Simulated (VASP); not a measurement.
The system is Lu.

```
CELL_PARAMETERS angstrom
0.00000 3.37000 3.37000
3.37000 0.00000 3.37000
3.37000 3.37000 0.00000
ATOMIC_POSITIONS crystal
Lu 0.00000 0.00000 0.00000
Lu 0.25000 0.25000 0.25000
```

This isn't the form of Lu at room conditions, which is hcp.

- Program: VASP 6.6.1
- Task: relaxation of cell and atoms
- Functional: PBE
- Potentials or basis: VASP PAW PBE potentials, release 64 (Lu)
- Cutoff: 600 eV
- k mesh: 11 × 11 × 11
- Occupations: fermi-dirac, width 0.1 eV
- Spin: no spin polarisation

At the start: pressure 3.8 GPa; volume 38.27 Å³/atom.

**Question.** Where does the relaxation end?

**Answer.** Over 4 steps the energy falls by 140.7 meV/atom and the volume is 50.83 Å³/atom (+32.8 %); space group Fd-3m (No. 227, to 0.1 Å) before and after.

Step by step:
| step | energy change (eV) | largest force (eV/Å) | pressure (GPa) | volume (Å³) |
| --- | --- | --- | --- | --- |
| 1 | 0.0000 | 0.0000 | 3.82 | 76.55 |
| 2 | -0.1919 | 0.0000 | 2.04 | 87.12 |
| 3 | -0.2769 | 0.0000 | -0.40 | 105.31 |
| 4 | -0.2813 | 0.0000 | 0.01 | 101.65 |

Final structure:
```cif
data_structure
_symmetry_space_group_name_H-M 'P 1'
_symmetry_Int_Tables_number 1
_cell_length_a 5.2385
_cell_length_b 5.2385
_cell_length_c 5.2385
_cell_angle_alpha 60.000
_cell_angle_beta 60.000
_cell_angle_gamma 60.000
_cell_volume 101.65
loop_
_atom_site_label
_atom_site_type_symbol
_atom_site_fract_x
_atom_site_fract_y
_atom_site_fract_z
_atom_site_occupancy
Lu1 Lu 0.00000 0.00000 0.00000 1
Lu2 Lu 0.25000 0.25000 0.25000 1
```

Caveat: the volume moved by over 15 % at a fixed basis, so the end points are rough.
